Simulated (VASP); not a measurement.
A run of VASP 6.6.1 is set up as follows.

File INCAR:

```
SYSTEM = As
ALGO = Normal ; EDIFF = 1E-6
ENCUT = 510 ; GGA = PE
GGA_COMPAT = .False. ; ISIF = 2
ISMEAR = -1 ; LASPH = .True.
LCHARG = .False. ; LREAL = .False.
LWAVE = .False. ; NBANDS = 22
NELM = 120 ; PREC = Accurate
SIGMA = 0.1
```

KPOINTS

```
k-points
0
Gamma
  16 16 9
  0 0 0
```

File POSCAR:

```
As
1.0
    2.2963609458      0.0000000000      0.0000000000
   -1.1481804729      1.9887069153      0.0000000000
    0.0000000000      0.0000000000      3.6528768496
As
2
Direct
    0.3333333333      0.6666666667      0.2500000000
    0.6666666667      0.3333333333      0.7500000000
```

Potentials or basis: VASP PAW PBE potentials, release 64 (As_d).

Run with:

```sh
$ cat potpaw_PBE.64/As_d/POTCAR > POTCAR
$ mpirun -np 1 vasp_std > vasp.out
```

**Question.** Predict the pressure.

**Answer.** 407.9 GPa.

**Question.** What does it give for the band gap on the k mesh?

**Answer.** Zero (bands 15 and 16 overlap by 19.62 eV).

Stress tensor (GPa, compression positive):
```
408.26   0.00   0.00
  0.00 408.26   0.00
  0.00   0.00 407.11
```

Caveat: the cell stands under pressure.
